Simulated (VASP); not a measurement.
Here is a VASP 6.6.1 calculation.

The input POSCAR:

```
Rh
1.0
    0.0000000000      1.8899900488      1.8899900488
    1.8899900488      0.0000000000      1.8899900488
    1.8899900488      1.8899900488      0.0000000000
Rh
1
Direct
    0.0000000000      0.0000000000      0.0000000000
```

INCAR.step1

```
SYSTEM = Rh
PREC = Accurate ; ENCUT = 580
ISMEAR = 0 ; SIGMA = 0.1
LREAL = .FALSE. ; LASPH = .TRUE.
NELM = 120 ; NBANDS = 14
GGA = PE ; ALGO = Normal
EDIFF = 1E-5 ; LWAVE = .TRUE.
LCHARG = .FALSE. ; GGA_COMPAT = .FALSE.
```

Contents of INCAR.step2:

```
SYSTEM = Rh
PREC = Accurate ; ENCUT = 580
EDIFF = 1E-6 ; ISMEAR = 0
SIGMA = 0.1 ; LREAL = .FALSE.
LASPH = .TRUE. ; NELM = 120
ALGO = Normal ; ISIF = 2
LWAVE = .FALSE. ; LCHARG = .TRUE.
METAGGA = R2SCAN ; LMIXTAU = .TRUE.
LELF = .TRUE. ; LVHAR = .TRUE.
NBANDS = 14 ; ISTART = 1
GGA_COMPAT = .FALSE.
```

The input KPOINTS:

```
Automatic mesh
0
G
  18 18 18
  0 0 0
```

Potentials or basis: VASP PAW PBE potentials, release 64 (Rh_sv_GW).

Run with:

```console
$ cat potpaw_PBE.64/Rh_sv_GW/POTCAR > POTCAR
$ cp INCAR.step1 INCAR
$ mpirun -np 1 vasp_std > vasp.out
$ cp INCAR.step2 INCAR
$ mpirun -np 1 vasp_std > vasp.out
```

Question: Estimate the pressure.

Answer: 3.0 GPa.

Caveat: the PAW data sets were made with another functional, which shifts forces and pressure a little.
